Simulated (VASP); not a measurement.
Set up this calculation in VASP 6.6.1, as the native input.

```
Task                   : single point
Functional             : PBEsol
Potentials or basis    : VASP PAW PBE potentials, release 64 (O, H, Cl)
Cutoff                 : 520 eV
k mesh                 : 1 × 1 × 1
Occupations            : fermi-dirac, width 0.05 eV
Spin                   : no spin polarisation
Dipole correction      : no
Further INCAR settings : LREAL = Auto; ALGO = Normal; EDIFF = 1e-06; NBANDS = 66
```

The structure of H21ClO10 lies in POSCAR:

```
H21ClO10
1.0
    7.0540040000      0.0000000000      0.0000000000
    0.0000000000      7.0540040000      0.0000000000
    0.0000000000      0.0000000000      7.0540040000
O H Cl
10 21 1
Direct
    0.1327189494      0.7667134864      0.2510489078
    0.5043376783      0.7117234410      0.3360786300
    0.0446980183      0.3499430961      0.6943715938
   -0.1486956911      0.2892116307      1.0176064544
    0.8085337065      0.6728519008      1.0843912195
    0.5168695680      0.1303231470      0.5385026717
    0.2744540547      0.0656223047      0.0077261085
    0.6013889417      1.0378360999      0.0945704029
    0.8319530298      0.8876518925      0.6715476770
    0.2436488553      0.9413660667      0.6868581305
    0.1516018420      0.8682019460      0.1657214824
    0.2527075403      0.6980149146      0.2720440760
    0.4891264592      0.6489789345      0.4656646069
    0.5182446735      0.8429538741      0.3724126042
   -0.0238729663      0.4443433829      0.6132828958
    0.1543095241      0.4355256958      0.7336117190
   -0.1815706370      0.4228095136      1.0566481108
   -0.0827473305      0.3236885037      0.8922450285
    0.7219587627      0.7098663397      1.1929962047
    0.9359223499      0.6933934259      1.1520265653
    0.3574282067      0.0203288799      0.6237450390
    0.6228944582      0.1093138025      0.6256304930
    0.1954634559      0.1624325702      0.0719449550
    0.4252761977      0.0660192424      0.0409271103
    0.7003114827      1.1387858584      0.0463991798
    0.6321941411      0.9027213480      0.0718598969
    0.9573569848      0.9080374777      0.6353554662
    0.8230644610      0.7984826774      0.7810315957
    0.3213352303      0.8070451902      0.6771615100
    0.2194498330      1.0005664868      0.8557125854
    0.4634672733      0.2553159879      0.5412245301
    0.4391973693      0.5541250047      0.7336400717
```

The input as run:

INCAR

```
PREC = Accurate
ENCUT = 520
EDIFF = 1E-6
ISMEAR = -1
SIGMA = 0.05
LREAL = Auto
LASPH = T
NELM = 100
ALGO = Normal
ISIF = 2
LWAVE = F
LCHARG = F
GGA = PS
NBANDS = 66
```

KPOINTS

```
Automatic mesh
0
Gamma
  1 1 1
```

Potentials or basis: VASP PAW PBE potentials, release 64 (O, H, Cl).

Command:

```sh
$ cat potpaw_PBE.64/O/POTCAR potpaw_PBE.64/H/POTCAR potpaw_PBE.64/Cl/POTCAR > POTCAR
$ mpirun -np 1 vasp_gam > vasp.out
```

Results of the run:

```yaml
Pressure: -1.3 GPa
Largest_force: 3.505 eV/Å
Band_gap_on_the_k_mesh: 4.57 eV
```

Caveat: the k points lie up to 0.89 Å⁻¹ apart; the PAW data sets were made with another functional, which shifts forces and pressure a little.

It took 86 s on 1 thread of AMD EPYC 7R13 (shared host), peak memory 0.34 GiB.
